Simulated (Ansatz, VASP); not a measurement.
AsPt in VASP and in Ansatz

```xyz
4
Lattice="4.6369 0.0000 0.0000 0.0000 3.0947 0.0000 0.0000 0.0000 4.6431" Properties=species:S:1:pos:R:3 pbc="T T T"
As    3.4777    0.0000    3.4629
As    1.1592    0.0000    1.1802
Pt    3.4777    1.5473    1.0936
Pt    1.1592    1.5473    3.5496
```

Alike in both runs: functional PBE; k mesh 4 × 6 × 4; occupations gaussian, width 0.1 eV; no spin polarisation.

Ansatz relaxed the structure, and its values are those at the end. VASP's run is a single point on that final structure, the one shown.

|  | VASP | Ansatz |
| --- | --- | --- |
| version | VASP 6.6.1 | Ansatz 0.2.0 |
| potentials or method | VASP PAW PBE potentials, release 64 (As, Pt), cutoff 520 eV | scalar-relativistic, plane waves, PAW |
| valence electrons in the cell | 30 | 66 |

Ansatz gave:

| Property | Result |
| --- | --- |
| gap on the k mesh at the Fermi level (eV) | none |
| pressure (GPa) | 0.0 |
| rms of the force components (eV/Å) | 0.005 |

Task: Which values does VASP return?

Result: gap on the k mesh at the Fermi level (eV): none; pressure (GPa): 0.0; rms of the force components (eV/Å): 0.007.

A gap of «none» marks a metal or a gap that the smearing closes. With one functional, cell and mesh, what is left measures potentials, basis and numerics. VASP's potentials hold 30 valence electrons a cell and Ansatz's 66, so a difference there can come from the potentials and not from the codes.

Spin-orbit coupling is off throughout.
